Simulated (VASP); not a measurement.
AlCu3, 8 atoms in the cell. The structure is hexagonal, space group P6_3/mmc (No. 194). Conventional cell: a = 5.130 Å, b = 5.130 Å, c = 4.170 Å, α = 90.00°, β = 90.00°, γ = 120.00°. Within 3.4 Å of Al (site symmetry -6m2) lie 12 Cu at 2.56 Å. Cu (site symmetry mm2) has 8 Cu at 2.54 to 2.59 Å and 4 Al at 2.56 Å within 3.4 Å. 

| Property | Result |
| --- | --- |
| Program | VASP 6.6.1 |
| Task | single point |
| Functional | PBEsol |
| Potentials or basis | VASP PAW PBE potentials, release 64 (Al, Cu) |
| Cutoff | 520 eV |
| k mesh | 12 × 12 × 8 |
| Occupations | gaussian, width 0.1 eV |
| Spin | no spin polarisation |
| Dipole correction | no |
| Further INCAR settings | ALGO = Fast; EDIFF = 1e-06; NBANDS = 46 |

Potentials or basis: VASP PAW PBE potentials, release 64 (Al, Cu).

The run is started by

```bash
$ cat potpaw_PBE.64/Al/POTCAR potpaw_PBE.64/Cu/POTCAR > POTCAR
$ mpirun -np 1 vasp_std > vasp.out
```

Hardware: 1 thread of Intel Xeon 8259CL, with other jobs on the host.

Problem. How long does it take, and how much memory?

Solution. It took 8.5 min on 1 thread of Intel Xeon 8259CL (shared host), peak memory 0.43 GiB. Counts: scf iterations 17, k points 95.
